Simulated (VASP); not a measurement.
BaLi7F9, 17 atoms in the cell. The cell holds an amorphous packing of atoms, 17 atoms: a = 5.603 Å, b = 5.754 Å, c = 5.541 Å, α = 91.46°, β = 90.77°, γ = 89.43°. 

```yaml
Program: VASP 6.6.1
Task: single point
Functional: PBE
Potentials_or_basis: VASP PAW PBE potentials, release 64 (Ba_sv, F, Li_sv)
Cutoff: 520 eV
k_mesh: 1 × 1 × 1
Occupations: fermi-dirac, width 0.1637 eV
Spin: no spin polarisation
Dipole_correction: no
Further_INCAR_settings: LREAL = Auto; ALGO = Normal; EDIFF = 1e-06; NBANDS = 61; ISYM = 0
```

Potentials or basis: VASP PAW PBE potentials, release 64 (Ba_sv, F, Li_sv).

The run is started by

```console
$ cat potpaw_PBE.64/Ba_sv/POTCAR potpaw_PBE.64/F/POTCAR potpaw_PBE.64/Li_sv/POTCAR > POTCAR
$ mpirun -np 1 vasp_gam > vasp.out
```

Hardware: 1 thread of Intel(R) Xeon(R) 6975P-C (Granite Rapids), with other jobs on the host.

Question: How long does it take, and how much memory?

Answer: It took 16 s on 1 thread of Intel(R) Xeon(R) 6975P-C (Granite Rapids), with other jobs on the host, peak memory 0.26 GiB. Counts: scf iterations 16, k points 1.
